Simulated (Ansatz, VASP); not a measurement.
Two plane-wave programs on TiAl

```xyz
2
Lattice="2.7798 0.0000 0.0000 0.0000 2.7798 0.0000 0.0000 0.0000 3.4725" Properties=species:S:1:pos:R:3 pbc="T T T"
Ti    0.0000    0.0000    0.0000
Al    1.3899    1.3899    1.7362
```

Alike in both runs: task single point; functional LDA; k mesh 16 × 16 × 16; occupations gaussian, width 0.15 eV; no spin polarisation.

|  | VASP | Ansatz |
| --- | --- | --- |
| version | VASP 6.6.1 | Ansatz 0.2.0 |
| potentials or method | VASP PAW LDA potentials, release 64 (Ti_sv, Al), cutoff 520 eV | scalar-relativistic, plane waves, PAW |
| valence electrons in the cell | 15 | 15 |

```csv
,VASP,Ansatz,Ansatz less VASP
gap on the k mesh at the Fermi level (eV),none,none,-
pressure (GPa),21.2,21.0,-0.20
"traceless stress, the component that is largest in VASP (GPa)",6.11,6.12,+0.004
```

Ansatz warns that its potentials were made for another functional, while VASP's fit it. LDA's correlation is that of Perdew and Zunger in VASP and of Perdew and Wang (1992) in Ansatz. A gap of «none» marks a metal or a gap that the smearing closes.
